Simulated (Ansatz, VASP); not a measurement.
**Al3Ni5 in VASP and in Ansatz**

```
CELL_PARAMETERS angstrom
3.29333 -3.80270 0.00000
3.29333 3.80270 0.00000
0.00000 0.00000 3.72035
ATOMIC_POSITIONS crystal
Al 0.50000 0.50000 0.00000
Al 0.77969 0.22031 0.50000
Al 0.22031 0.77969 0.50000
Ni 0.00000 0.00000 0.00000
Ni 0.00000 0.50000 0.00000
Ni 0.50000 0.00000 0.00000
Ni 0.27624 0.27624 0.50000
Ni 0.72376 0.72376 0.50000
```

Change from the starting cell: strain +0.0300 x Voigt [0, 1, 0, 0, 0, 0], atoms carried along.

Alike in both runs: task single point; functional PBEsol; k mesh 8 × 8 × 10; occupations gaussian, width 0.15 eV; no spin polarisation.

```csv
,VASP,Ansatz
version,VASP 6.6.1,Ansatz 0.2.0
potentials or method,"VASP PAW PBE potentials, release 64 (Al, Ni), cutoff 520 eV","scalar-relativistic, plane waves, PAW"
valence electrons in the cell,59,99
```

|  | VASP | Ansatz | Ansatz less VASP |
| --- | --- | --- | --- |
| gap on the k mesh at the Fermi level (eV) | none | none | - |
| pressure (GPa) | -4.8 | -5.0 | -0.23 |
| traceless stress, the component that is largest in VASP (GPa) | -2.43 | -2.51 | -0.078 |
| rms of the force components (eV/Å) | 0.018 | 0.017 | -0.0012 |

VASP's potentials were made for PBE, not for PBEsol. Atom by atom the forces differ by 0.002 eV/Å (rms over components). A gap of «none» marks a metal or a gap that the smearing closes. VASP's potentials hold 59 valence electrons a cell and Ansatz's 99, so a difference there can come from the potentials and not from the codes.
